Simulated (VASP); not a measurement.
# Ir (I4/mmm) in VASP: electric field gradients with PBEsol

Aim: the electric field gradients of Ir with PBEsol.

Program: VASP 6.6.1. These are calculated values, not measurements. Logs are shortened: lines on timing, memory, paths and dates and some standing lists are left out, and cuts for length are marked.

## Step 1: The cell of the first run

The structure is tetragonal, space group I4/mmm (No. 139). The conventional cell has a = 2.715 Å, b = 2.715 Å, c = 3.724 Å, α = 90.00°, β = 90.00°, γ = 90.00°. Within 3.5 Å of Ir (site symmetry 4/mmm) lie 12 Ir at 2.67 to 2.71 Å.

## Step 2: Electric field gradients, PBEsol (zz strain of -3 %)

Contents of INCAR:

```
SYSTEM = Ir
ALGO = Normal
EDIFF = 1E-8
ENCUT = 420
GGA = PS
GGA_COMPAT = .False.
ISIF = 2
ISMEAR = -1
LASPH = .True.
LCHARG = .False.
LEFG = .True.
LREAL = .False.
LWAVE = .False.
NBANDS = 14
NELM = 120
PREC = Accurate
SIGMA = 0.05
```

Contents of KPOINTS:

```
k-points
0
Gamma
  15 15 15
  0 0 0
```

Contents of POSCAR:

```
Ir
1.0
    0.0000000000      1.9197000000      1.8621090000
    1.9197000000      0.0000000000      1.8621090000
    1.9197000000      1.9197000000      0.0000000000
Ir
1
Direct
    0.0000000000      0.0000000000      0.0000000000
```

Potentials or basis: VASP PAW PBE potentials, release 64 (Ir_sv_GW).

Started as:

```
$ cat potpaw_PBE.64/Ir_sv_GW/POTCAR > POTCAR
$ mpirun -np 1 vasp_std > vasp.out
```

OUTCAR:

```text
SYSTEM = Ir
   EDIFF = 1E-8
   ENCUT = 420
   GGA = PS
   ISIF = 2
   ISMEAR = -1
   LASPH = .True.
   LREAL = .False.
   NELM = 120
   PREC = Accurate

 ion  position               nearest neighbor table
   1  0.000  0.000  0.000-

  LATTYP: Found a body centered tetragonal cell.
 ALAT       =     2.7148657757
 C/A-ratio  =     1.3717871555

  Lattice vectors:

 A1 = (   0.0000000000,  -1.9197000000,  -1.8621090000)
 A2 = (   0.0000000000,   1.9197000000,  -1.8621090000)
 A3 = (   1.9197000000,   0.0000000000,   1.8621090000)

Analysis of symmetry for initial positions (statically):
=====================================================================
 Subroutine PRICEL returns:
 Original cell was already a primitive cell.

 Routine SETGRP: Setting up the symmetry group for a
 body centered tetragonal supercell.

 Subroutine GETGRP returns: Found 16 space group operations
 (whereof 16 operations were pure point group operations)
 out of a pool of 16 trial point group operations.

The static configuration has the point symmetry D_4h.

Analysis of symmetry for dynamics (positions and initial velocities):
=====================================================================
 Subroutine PRICEL returns:
 Original cell was already a primitive cell.

 Routine SETGRP: Setting up the symmetry group for a
 body centered tetragonal supercell.

 Subroutine GETGRP returns: Found 16 space group operations
 (whereof 16 operations were pure point group operations)
 out of a pool of 16 trial point group operations.

The dynamic configuration has the point symmetry D_4h.

 Subroutine INISYM returns: Found 16 space group operations
 (whereof 16 operations are pure point group operations),
 and found     1 'primitive' translations

----------------------------------------------------------------------------------------

                                     Primitive cell

  volume of cell :      13.7247

  direct lattice vectors                    reciprocal lattice vectors
     0.000000000  1.919700000  1.862109000    -0.260457363  0.260457363  0.268512745
     1.919700000  0.000000000  1.862109000     0.260457363 -0.260457363  0.268512745
     1.919700000  1.919700000  0.000000000     0.260457363  0.260457363 -0.268512745

  length of vectors
     2.674452845  2.674452845  2.714865776     0.455823618  0.455823618  0.455823618

  position of ions in fractional coordinates (direct lattice)
     0.000000000  0.000000000  0.000000000

  ion indices of the primitive-cell ions
   primitive index   ion index
                 1           1

----------------------------------------------------------------------------------------

 KPOINTS: k-points

Automatic generation of k-mesh.
 Grid dimensions read from file:
 generate k-points for:   15   15   15

 Generating k-lattice:

  Cartesian coordinates                     Fractional coordinates (reciprocal lattice)
    -0.017363824  0.017363824  0.017900850     0.066666667  0.000000000  0.000000000
     0.017363824 -0.017363824  0.017900850     0.000000000  0.066666667  0.000000000
     0.017363824  0.017363824 -0.017900850    -0.000000000 -0.000000000  0.066666667

  Length of vectors
     0.030388241  0.030388241  0.030388241

  Shift w.r.t. Gamma in fractional coordinates (k-lattice)
     0.000000000  0.000000000  0.000000000

 Subroutine IBZKPT returns following result:
 ===========================================

 Found    288 irreducible k-points:

 Following reciprocal coordinates:
            Coordinates               Weight
  0.000000  0.000000  0.000000      1.000000
  0.066667  0.000000  0.000000      8.000000
  0.133333 -0.000000  0.000000      8.000000
  0.200000 -0.000000  0.000000      8.000000
  0.266667 -0.000000  0.000000      8.000000
  0.333333  0.000000  0.000000      8.000000
[... 16 lines left out ...]
  0.133333  0.133333  0.000000      2.000000
  0.200000  0.133333  0.000000      8.000000
 [... further k-points ...]
   k-points           NKPTS =    288   k-points in BZ     NKDIM =    288   number of bands    NBANDS=     14
   number of dos      NEDOS =    301   number of ions     NIONS =      1
   total plane-waves  NPLWV =   5832
   dimension x,y,z NGX =    18 NGY =   18 NGZ =   18
   dimension x,y,z NGXF=    36 NGYF=   36 NGZF=   36
   ions per type =               1
   NGX,Y,Z   is equivalent  to a cutoff of  11.19, 11.19, 11.02 a.u.
   NGXF,Y,Z  is equivalent  to a cutoff of  22.38, 22.38, 22.04 a.u.
 SYSTEM =  Ir
   PREC   = accura    normal or accurate (medium, high low for compatibility)
   ISTART =      0    job   : 0-new  1-cont  2-samecut
   ICHARG =      2    charge: 1-file 2-atom 10-const
   ISPIN  =      1    spin polarized calculation?
   LNONCOLLINEAR =      F non collinear calculations
   LSORBIT =      F    spin-orbit coupling
   LASPH  =      T    aspherical Exc in radial PAW
   ENCUT  =  420.0 eV  30.87 Ry    5.56 a.u.   4.47  4.47  4.54*2*pi/ulx,y,z
   NELM   =    120;   NELMIN=  2; NELMDL= -5     # of ELM steps
   EDIFF  = 0.1E-07   stopping-criterion for ELM
   LREAL  =      F    real-space projection
   EDIFFG = 0.1E-06   stopping-criterion for IOM
   NSW    =      0    number of steps for IOM
   IBRION =     -1    ionic relax: 0-MD 1-quasi-New 2-CG
   NFREE  =      0    steps in history (QN), initial steepest desc. (CG)
   ISIF   =      2    stress and relaxation
   ISYM   =      2    0-nonsym 1-usesym 2-fastsym
   POTIM  = 0.5000    time-step for ionic-motion
   TEBEG  =    0.0;   TEEND  =   0.0 temperature during run
   PSTRESS=    0.0 pullay stress
   NELECT =      17.0000    total number of electrons
   NUPDOWN=      -1.0000    fix difference up-down
   EMIN   =  10.00;   EMAX   =-10.00  energy-range for DOS
   EFERMI =   0.00;   METHOD = LEGACY
   ISMEAR =    -1;   SIGMA  =   0.05  broadening in eV -4-tet -1-fermi 0-gaus
   EFERMI_NEDOS =   21; number of points for ismear=-14 and -15
   IALGO  =     38    algorithm
   IMIX   =      4    mixing-type and parameters
     AMIX     =   0.40;   BMIX     =  1.00
     AMIX_MAG =   1.60;   BMIX_MAG =  1.00
  volume/ion in A,a.u.               =      13.72        92.62
  Fermi-wavevector in a.u.,A,eV,Ry     =   1.758155  3.322431 42.057098  3.091110
  Thomas-Fermi vector in A             =   2.827369
   LORBIT       =      0    0 simple, 1 ext, 2 COOP (PROOUT), +10 PAW based schemes
   GGA     = PS    functional components
   LHFCALC =     F    Hartree Fock is set to
   AEXX    =    0.0000 exact exchange contribution
   IVDW    =     0    specifies the selected vdW correction
   LEPSILON=     F    determine dielectric tensor
   LRPA    =     F    only Hartree local field effects (RPA)
 non-spin polarized calculation
  energy-cutoff  :      420.00
  volume of cell :       13.72
 maximum number of plane-waves:       282
 NGX is ok and might be reduce to    18
   NGX =  9   NGY =  9   NGZ =  9

 number of electron      16.9999999 magnetization

 Free energy of the ion-electron system (eV)
  ---------------------------------------------------
  ext. energy  EPLUGINS =         0.00000000
  ---------------------------------------------------
  free energy    TOTEN  =       -10.37844382 eV

  energy without entropy =      -10.37082820  energy(sigma->0) =      -10.37463601

 E-fermi :  13.3927     XC(G=0): -14.9030

 val. band max:       13.3913550480   @ k =  -0.3333   0.2667   0.0667
 cond. band min:      13.4031012415   @ k =  -0.4667   0.1333   0.2667
 fundamental gap:      0.0117461935
 Fermi energy:        13.3927485889

 k-point     1 :       0.0000    0.0000    0.0000
  band No.  band energies     occupation
      1     -79.7021      2.00000
      2     -36.1344      2.00000
      3     -36.1344      2.00000
      4     -36.1046      2.00000
      5       1.8554      2.00000
      6       9.1311      2.00000
      7       9.1311      2.00000
      8       9.5356      2.00000
      9      11.8236      2.00000
     10      12.3680      2.00000
     11      26.8491      0.00000
     12      32.1725      0.00000
     13      32.1725      0.00000
     14      33.2097      0.00000

 k-point     2 :       0.0667    0.0000    0.0000
  band No.  band energies     occupation
      1     -79.6988      2.00000
      2     -36.1675      2.00000
      3     -36.1406      2.00000
      4     -36.1158      2.00000
      5       2.0609      2.00000
      6       9.0763      2.00000
      7       9.2190      2.00000
      8       9.5661      2.00000
      9      11.7753      2.00000
     10      12.2973      2.00000
     11      27.2106      0.00000
     12      31.5396      0.00000
     13      32.5165      0.00000
     14      33.2904      0.00000

 k-point     3 :       0.1333   -0.0000    0.0000
  band No.  band energies     occupation
      1     -79.6895      2.00000
      2     -36.2760      2.00000
      3     -36.1580      2.00000
      4     -36.1314      2.00000
      5       2.6435      2.00000
      6       8.8628      2.00000
      7       9.4245      2.00000
      8       9.7339      2.00000
      9      11.7074      2.00000
     10      12.1538      2.00000
     11      28.1491      0.00000
     12      29.9720      0.00000
     13      33.5110      0.00000
     14      34.2162      0.00000
[... 324 lines left out ...]
 k-point    23 :       0.1333    0.1333    0.0000
  band No.  band energies     occupation
      1     -79.6843      2.00000
      2     -36.2540      2.00000
      3     -36.1940      2.00000
      4     -36.1940      2.00000
      5       2.9561      2.00000
      6       8.6782      2.00000
      7       9.7452      2.00000
      8       9.7452      2.00000
      9      11.4714      2.00000
     10      12.1738      2.00000
     11      28.7736      0.00000
     12      31.1715      0.00000
     13      32.7573      0.00000
     14      32.7573      0.00000

 k-point    24 :       0.2000    0.1333    0.0000
  band No.  band energies     occupation
      1     -79.6735      2.00000
      2     -36.3700      2.00000
      3     -36.2250      2.00000
      4     -36.2064      2.00000
      5       3.6223      2.00000
      6       8.2893      2.00000
      7      10.0354      2.00000
      8      10.0405      2.00000
      9      11.1995      2.00000
     10      12.3835      2.00000
     11      29.7851      0.00000
     12      30.0411      0.00000
     13      33.1022      0.00000
     14      33.7208      0.00000

 [... further k-points ...]

------------------------ aborting loop because EDIFF is reached ----------------------------------------

  FORCE on cell =-STRESS in cart. coord.  units (eV):
  Direction    XX          YY          ZZ          XY          YZ          ZX
  --------------------------------------------------------------------------------------
  -------------------------------------------------------------------------------------
  Total        0.2729068      0.2729068      1.3489926      0.0000000     -0.0000000      0.0000000
  in kB       31.8583411     31.8583411    157.4774294      0.0000000     -0.0000000      0.0000000
  external PRESSURE =      73.7313706 kB  Pullay stress =       0.0000000 kB

 VOLUME and BASIS-vectors are now :
 -----------------------------------------------------------------------------
  energy-cutoff  :      420.00
  volume of cell :       13.72
      direct lattice vectors                 reciprocal lattice vectors
     0.000000000  1.919700000  1.862109000    -0.260457363  0.260457363  0.268512745
     1.919700000  0.000000000  1.862109000     0.260457363 -0.260457363  0.268512745
     1.919700000  1.919700000  0.000000000     0.260457363  0.260457363 -0.268512745

 POSITION                                       TOTAL-FORCE (eV/Angst)
 -----------------------------------------------------------------------------------
      0.00000      0.00000      0.00000         0.000000      0.000000      0.000000
 -----------------------------------------------------------------------------------
    total drift:                                0.000000     -0.000000      0.000000

  FREE ENERGIE OF THE ION-ELECTRON SYSTEM (eV)
  ---------------------------------------------------
  free  energy   TOTEN  =       -10.3784438238 eV

  energy  without entropy=      -10.3708281957  energy(sigma->0) =      -10.37463601

 Electric field gradients (V/A^2)
---------------------------------------------------------------------
 ion       V_xx      V_yy      V_zz      V_xy      V_xz      V_yz
---------------------------------------------------------------------
   1       9.004     9.004   -18.009    -0.000     0.000     0.000
---------------------------------------------------------------------

 Electric field gradients after diagonalization (V/A^2)
 (convention: |V_zz| > |V_xx| > |V_yy|)
----------------------------------------------------------------------
 ion       V_xx      V_yy      V_zz     asymmetry (V_yy - V_xx)/ V_zz
----------------------------------------------------------------------
   1       9.004     9.004   -18.009       0.000
----------------------------------------------------------------------

           NMR quadrupolar parameters

 Cq : quadrupolar parameter    Cq=e*Q*V_zz/h
 eta: asymmetry parameters     (V_yy - V_xx)/ V_zz
 Q  : nuclear electric quadrupole moment in mb (millibarn)
----------------------------------------------------------------------
 ion       Cq(MHz)       eta       Q (mb)
----------------------------------------------------------------------
   1      -0.044       0.000       1.000
----------------------------------------------------------------------
```

Wall time 35 s (1 thread of Intel Xeon Platinum 8488C (Sapphire Rapids), shared host); peak memory 0.15 GiB.

What came out:

| Item | Value |
| --- | --- |
| Free energy | -10.3784 eV |
| Pressure | 7.4 GPa |
| Band gap on the k mesh | zero (an odd number of electrons rules out a gap without spin polarisation) |
| Largest electric field gradient by atom | Ir -18.0 V/Å² |

Levels at points of the mesh, in eV from the Fermi level:
```csv
k point,band 4,band 5,band 6,band 7,band 8,band 9,band 10,band 11,band 12,band 13
"(0.00, 0.00, 0.00)",-49.50,-11.54,-4.26,-4.26,-3.86,-1.57,-1.02,13.46,18.78,18.78
```

Electric field gradients, principal values (V/Å²):
```csv
atom,least,middle,greatest (by size)
1 Ir,9.004,9.004,-18.009
```

Caveat: the cell differs from its parent crystal (zz strain of -3 %); the stress differs along the axes, from 3 to 16 GPa; without QUAD_EFG the Cq values of the log hold for a quadrupole moment of 1 mb, not for the nuclei; the PAW data sets were made with another functional, which shifts forces and pressure a little; spin-orbit coupling is left out, which moves the levels of the heavy elements.
